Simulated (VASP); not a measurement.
# CaZn2Re2 in VASP: single point with PBEsol+U

Aim: the single point of CaZn2Re2 with PBEsol+U.

Everything below comes from runs of VASP 6.6.1. Logs are shortened: lines on timing, memory, paths and dates and some standing lists are left out, and cuts for length are marked.

### 1 The cell of the first run

The typed cell holds 5 atoms: a = 3.991 Å, b = 3.991 Å, c = 6.708 Å, α = 90.00°, β = 90.00°, γ = 120.00°.

### 2 Single point, PBEsol+U, collinear spin

File INCAR:

```
PREC = Accurate ; ENCUT = 520
EDIFF = 1E-6 ; ISMEAR = -1
SIGMA = 0.1 ; LREAL = False
LASPH = True ; NELM = 150
ALGO = Normal ; ISIF = 2
LWAVE = False ; LCHARG = False
ISPIN = 2 ; MAGMOM = 0.05 0.05 0.09 1.59 1.59
LORBIT = 11 ; LMAXMIX = 4
LDAU = True ; LDAUTYPE = 2
LDAUL = -1 -1 2 ; LDAUU = 0 0 1
LDAUJ = 0 0 0 ; LDAUPRINT = 1
GGA = PS ; NBANDS = 36
```

File KPOINTS:

```
regular mesh
0
Gamma
  5 5 3
```

File POSCAR:

```
CaZn2Re2
1.0
    3.9910650000      0.0000000000      0.0000000000
   -1.9955330000      3.4563650000      0.0000000000
    0.0000000000      0.0000000000      6.7077940000
Zn Ca Re
2 1 2
Direct
    0.3333000000      0.6667000000      0.6307000000
    0.6667000000      0.3333000000      0.3693000000
    0.0000000000      0.0000000000      0.0000000000
    0.3333000000      0.6667000000      0.2571000000
    0.6667000000      0.3333000000      0.7429000000
```

Potentials or basis: VASP PAW PBE potentials, release 64 (Zn, Ca_sv, Re).

The run is started by

```
cat potpaw_PBE.64/Zn/POTCAR potpaw_PBE.64/Ca_sv/POTCAR potpaw_PBE.64/Re/POTCAR > POTCAR
mpirun -np 1 vasp_std > vasp.out
```

OUTCAR:

```text
PREC = Accurate
   ENCUT = 520
   EDIFF = 1E-6
   ISMEAR = -1
   LREAL = False
   LASPH = True
   NELM = 150
   ISIF = 2
   ISPIN = 2
   LORBIT = 11
   GGA = PS

 ion  position               nearest neighbor table
   1  0.333  0.667  0.631-   5 2.42   5 2.42   5 2.42   4 2.51   2 2.90   2 2.90   2 2.90
   2  0.667  0.333  0.369-   4 2.42   4 2.42   4 2.42   5 2.51   1 2.90   1 2.90   1 2.90
   3  0.000  0.000  0.000-   4 2.88   5 2.88   5 2.88   4 2.88   5 2.88   4 2.88
   4  0.333  0.667  0.257-   2 2.42   2 2.42   2 2.42   1 2.51   3 2.88   3 2.88   3 2.88
   5  0.667  0.333  0.743-   1 2.42   1 2.42   1 2.42   2 2.51   3 2.88   3 2.88   3 2.88

  LATTYP: Found a hexagonal cell.
 ALAT       =     3.9910650000
 C/A-ratio  =     1.6807027698

  Lattice vectors:

 A1 = (   3.9910650000,   0.0000000000,   0.0000000000)
 A2 = (  -1.9955330000,   3.4563650000,   0.0000000000)
 A3 = (   0.0000000000,   0.0000000000,   6.7077940000)

Analysis of symmetry for initial positions (statically):
=====================================================================
 Subroutine PRICEL returns:
 Original cell was already a primitive cell.

 Routine SETGRP: Setting up the symmetry group for a
 hexagonal supercell.

 Subroutine GETGRP returns: Found  4 space group operations
 (whereof  4 operations were pure point group operations)
 out of a pool of 24 trial point group operations.

The static configuration has the point symmetry C_2h.

Analysis of symmetry for dynamics (positions and initial velocities):
=====================================================================
 Subroutine PRICEL returns:
 Original cell was already a primitive cell.

 Routine SETGRP: Setting up the symmetry group for a
 hexagonal supercell.

 Subroutine GETGRP returns: Found  4 space group operations
 (whereof  4 operations were pure point group operations)
 out of a pool of 24 trial point group operations.

The dynamic configuration has the point symmetry C_2h.

Analysis of structural, dynamic, and magnetic symmetry:
=====================================================================
 Subroutine PRICEL returns:
 Original cell was already a primitive cell.

 Routine SETGRP: Setting up the symmetry group for a
 hexagonal supercell.

 Subroutine GETGRP returns: Found  4 space group operations
 (whereof  4 operations were pure point group operations)
 out of a pool of 24 trial point group operations.

The overall configuration has the point symmetry C_2h.

 Subroutine INISYM returns: Found  4 space group operations
 (whereof  4 operations are pure point group operations),
 and found     1 'primitive' translations

----------------------------------------------------------------------------------------

                                     Primitive cell

  volume of cell :      92.5312

  direct lattice vectors                    reciprocal lattice vectors
     3.991065000  0.000000000  0.000000000     0.250559688  0.144660684  0.000000000
    -1.995533000  3.456365000  0.000000000     0.000000000  0.289321296  0.000000000
     0.000000000  0.000000000  6.707794000     0.000000000  0.000000000  0.149080309

  length of vectors
[... 153 lines left out ...]
  o =  0.3672  v =  0.0000  0.0000  0.0000  0.0000  0.0000 -0.0058 -0.0019 -1.0000  0.0032  0.0033      0.0000  0.0000  0.0000  0.0000  0.0000  0.0000  0.0000  0.0000  0.0000  0.0000
  o =  0.3812  v =  0.0000  0.0000  0.0000  0.0000  0.0000 -0.7510 -0.2490  0.0076  0.4316  0.4332      0.0000  0.0000  0.0000  0.0000  0.0000  0.0000  0.0000  0.0000  0.0000  0.0000
  o =  0.3813  v =  0.0000  0.0000  0.0000  0.0000  0.0000  0.4331 -0.4320  0.0000 -0.2492  0.7508      0.0000  0.0000  0.0000  0.0000  0.0000  0.0000  0.0000  0.0000  0.0000  0.0000
  o =  0.7041  v =  0.8611 -0.0532  0.0000  0.0922 -0.4971  0.0000  0.0000  0.0000  0.0000  0.0000      0.0000  0.0000  0.0000  0.0000  0.0000  0.0000  0.0000  0.0000  0.0000  0.0000
  o =  0.7042  v =  0.4971  0.0923 -0.0000  0.0533  0.8611  0.0000  0.0000  0.0000  0.0000  0.0000      0.0000  0.0000  0.0000  0.0000  0.0000  0.0000  0.0000  0.0000  0.0000  0.0000
  o =  0.7112  v = -0.0000 -0.0001 -1.0000  0.0001 -0.0000  0.0000  0.0000  0.0000  0.0000  0.0000      0.0000  0.0000  0.0000  0.0000  0.0000  0.0000  0.0000  0.0000  0.0000  0.0000
  o =  0.7912  v =  0.0538 -0.8583 -0.0000 -0.5019  0.0920  0.0000  0.0000  0.0000  0.0000  0.0000      0.0000  0.0000  0.0000  0.0000  0.0000  0.0000  0.0000  0.0000  0.0000  0.0000
  o =  0.7913  v = -0.0919 -0.5019  0.0002  0.8583  0.0538  0.0000  0.0000  0.0000  0.0000  0.0000      0.0000  0.0000  0.0000  0.0000  0.0000  0.0000  0.0000  0.0000  0.0000  0.0000

atom =   5  type =  3  l = 2

 onsite density matrix

spin component  1

  0.7051  0.0000 -0.0000 -0.0092  0.0000
  0.0000  0.7903 -0.0000 -0.0000 -0.0092
 -0.0000 -0.0000  0.7112  0.0000  0.0000
 -0.0092 -0.0000  0.0000  0.7903  0.0000
  0.0000 -0.0092  0.0000  0.0000  0.7052

spin component  2

  0.3325 -0.0000 -0.0001 -0.0848  0.0000
 -0.0000  0.2338 -0.0000  0.0001 -0.0848
 -0.0001 -0.0000  0.3672  0.0001  0.0000
 -0.0848  0.0001  0.0001  0.2338 -0.0000
  0.0000 -0.0848  0.0000 -0.0000  0.3325

 occupancies and eigenvectors

  o =  0.1850  v =  0.0000  0.0000  0.0000  0.0000  0.0000  0.4324 -0.4309 -0.0001  0.7524 -0.2476      0.0000  0.0000  0.0000  0.0000  0.0000  0.0000  0.0000  0.0000  0.0000  0.0000
  o =  0.1850  v =  0.0000  0.0000  0.0000  0.0000  0.0000 -0.2479 -0.7521 -0.0000 -0.4307 -0.4328      0.0000  0.0000  0.0000  0.0000  0.0000  0.0000  0.0000  0.0000  0.0000  0.0000
  o =  0.3672  v =  0.0000  0.0000  0.0000  0.0000  0.0000 -0.0058 -0.0019 -1.0000  0.0032  0.0033      0.0000  0.0000  0.0000  0.0000  0.0000  0.0000  0.0000  0.0000  0.0000  0.0000
  o =  0.3812  v =  0.0000  0.0000  0.0000  0.0000  0.0000 -0.7510 -0.2490  0.0076  0.4316  0.4332      0.0000  0.0000  0.0000  0.0000  0.0000  0.0000  0.0000  0.0000  0.0000  0.0000
  o =  0.3813  v =  0.0000  0.0000  0.0000  0.0000  0.0000  0.4331 -0.4320  0.0000 -0.2492  0.7508      0.0000  0.0000  0.0000  0.0000  0.0000  0.0000  0.0000  0.0000  0.0000  0.0000
  o =  0.7041  v =  0.8611 -0.0532  0.0000  0.0922 -0.4971  0.0000  0.0000  0.0000  0.0000  0.0000      0.0000  0.0000  0.0000  0.0000  0.0000  0.0000  0.0000  0.0000  0.0000  0.0000
  o =  0.7042  v =  0.4971  0.0923 -0.0000  0.0533  0.8611  0.0000  0.0000  0.0000  0.0000  0.0000      0.0000  0.0000  0.0000  0.0000  0.0000  0.0000  0.0000  0.0000  0.0000  0.0000
  o =  0.7112  v = -0.0000 -0.0001 -1.0000  0.0001 -0.0000  0.0000  0.0000  0.0000  0.0000  0.0000      0.0000  0.0000  0.0000  0.0000  0.0000  0.0000  0.0000  0.0000  0.0000  0.0000
  o =  0.7912  v =  0.0538 -0.8583 -0.0000 -0.5019  0.0920  0.0000  0.0000  0.0000  0.0000  0.0000      0.0000  0.0000  0.0000  0.0000  0.0000  0.0000  0.0000  0.0000  0.0000  0.0000
  o =  0.7913  v = -0.0919 -0.5019  0.0002  0.8583  0.0538  0.0000  0.0000  0.0000  0.0000  0.0000      0.0000  0.0000  0.0000  0.0000  0.0000  0.0000  0.0000  0.0000  0.0000  0.0000

 number of electron      47.9999999 magnetization       4.2738189

 Free energy of the ion-electron system (eV)
  ---------------------------------------------------
  ext. energy  EPLUGINS =         0.00000000
  ---------------------------------------------------
  free energy    TOTEN  =       -21.84368718 eV

  energy without entropy =      -21.72301652  energy(sigma->0) =      -21.78335185

 E-fermi :   3.5546     XC(G=0): -11.3352

 val. band max:        3.5533143516   @ k =   0.0000   0.0000   0.3333
 cond. band min:       3.5768794989   @ k =   0.4000   0.4000   0.0000
 fundamental gap:      0.0235651474
 Fermi energy:         3.5545909594

 spin component 1

 k-point     1 :       0.0000    0.0000    0.0000
  band No.  band energies     occupation
      1     -35.9051      1.00000
      2     -17.1508      1.00000
      3     -17.0958      1.00000
      4     -17.0958      1.00000
      5      -4.7130      1.00000
      6      -3.8155      1.00000
[... 925 lines left out ...]
     35       9.4217      0.00000
     36      11.4387      0.00000
 Fermi energy:         3.5545909594

 spin component 2

 k-point     1 :       0.0000    0.0000    0.0000
  band No.  band energies     occupation
      1     -35.8625      1.00000
      2     -17.1028      1.00000
      3     -17.0416      1.00000
      4     -17.0415      1.00000
      5      -4.4444      1.00000
      6      -3.7146      1.00000
[... 925 lines left out ...]
     35       9.5647      0.00000
     36      11.8660      0.00000

------------------------ aborting loop because EDIFF is reached ----------------------------------------

  FORCE on cell =-STRESS in cart. coord.  units (eV):
  Direction    XX          YY          ZZ          XY          YZ          ZX
  --------------------------------------------------------------------------------------
  -------------------------------------------------------------------------------------
  Total        6.6918543      6.7021008      5.4703102      0.0088683      0.0031405     -0.0054396
  in kB      115.8694493    116.0468678     94.7184153      0.1535553      0.0543783     -0.0941868
  external PRESSURE =     108.8782441 kB  Pullay stress =       0.0000000 kB

 VOLUME and BASIS-vectors are now :
 -----------------------------------------------------------------------------
  energy-cutoff  :      520.00
  volume of cell :       92.53
      direct lattice vectors                 reciprocal lattice vectors
     3.991065000  0.000000000  0.000000000     0.250559688  0.144660684  0.000000000
    -1.995533000  3.456365000  0.000000000     0.000000000  0.289321296  0.000000000
     0.000000000  0.000000000  6.707794000     0.000000000  0.000000000  0.149080309

 POSITION                                       TOTAL-FORCE (eV/Angst)
 -----------------------------------------------------------------------------------
     -0.00020      2.30436      4.23061         0.004354     -0.002514     -0.123716
      1.99573      1.15201      2.47719        -0.004354      0.002514      0.123716
      0.00000      0.00000      0.00000        -0.000000     -0.000000      0.000000
     -0.00020      2.30436      1.72457         0.004484     -0.002589     -0.216733
      1.99573      1.15201      4.98322        -0.004484      0.002589      0.216733
 -----------------------------------------------------------------------------------
    total drift:                                0.000000      0.000000     -0.000000

  FREE ENERGIE OF THE ION-ELECTRON SYSTEM (eV)
  ---------------------------------------------------
  free  energy   TOTEN  =       -21.8436871788 eV

  energy  without entropy=      -21.7230165237  energy(sigma->0) =      -21.78335185

 total charge

# of ion       s       p       d       tot
------------------------------------------
    1        0.716   0.623   9.729  11.068
    2        0.716   0.623   9.729  11.068
    3        2.090   5.851   0.392   8.334
    4        0.615   0.273   5.138   6.026
    5        0.615   0.273   5.138   6.026
--------------------------------------------------
tot          4.752   7.642  30.126  42.521

 magnetization (x)

# of ion       s       p       d       tot
------------------------------------------
    1       -0.030  -0.021   0.075   0.023
    2       -0.030  -0.021   0.075   0.023
    3       -0.003   0.013   0.044   0.054
    4        0.072  -0.006   2.173   2.238
    5        0.072  -0.006   2.173   2.238
--------------------------------------------------
tot          0.080  -0.043   4.538   4.576
```

Run time: 7.7 min. Hardware: 1 thread of Oxide Virtual Turin-like, shared host; peak memory 0.29 GiB.

What came out:

* Free energy: -21.8437 eV
* Pressure: 10.9 GPa
* Largest force: 0.217 eV/Å
* Net moment: 4.27 μB per cell
* Site moments: Zn +0.02; Ca +0.05; Re +2.24 μB
* Valence electrons inside the program's atomic spheres: Zn 11.07; Ca 8.33; Re 6.03

Forces on the atoms (eV/Å):
```
Zn   0.004 -0.003 -0.124
Zn  -0.004  0.003  0.124
Ca   0.000  0.000  0.000
Re   0.004 -0.003 -0.217
Re  -0.004  0.003  0.217
```

Stress tensor (GPa, compression positive):
```
11.59  0.02 -0.01
 0.02 11.60  0.01
-0.01  0.01  9.47
```

Levels at points of the mesh, in eV from the Fermi level:
Spin up:
| k point | band 24 | band 25 | band 26 | band 27 | band 28 | band 29 |
| --- | --- | --- | --- | --- | --- | --- |
| (0.00, 0.00, 0.00) | -1.54 | -0.73 | -0.73 | -0.28 | 3.60 | 3.61 |
Spin down:
| k point | band 20 | band 21 | band 22 | band 23 | band 24 | band 25 |
| --- | --- | --- | --- | --- | --- | --- |
| (0.00, 0.00, 0.00) | -1.36 | -0.79 | -0.79 | 0.03 | 0.03 | 1.05 |

Eigenvalues of the final occupation matrices:
```
    site  spin  trace               eigenvalues
site 4 d     1   3.70  0.70 0.70 0.71 0.79 0.79
site 4 d     2   1.50  0.18 0.19 0.37 0.38 0.38
site 5 d     1   3.70  0.70 0.70 0.71 0.79 0.79
site 5 d     2   1.50  0.18 0.19 0.37 0.38 0.38
```

Caveat: the k points lie up to 0.36 Å⁻¹ apart; the PAW data sets were made with another functional, which shifts forces and pressure a little; spin-orbit coupling is left out, which moves the levels of the heavy elements; the U is typed as a test and isn't derived for this compound.
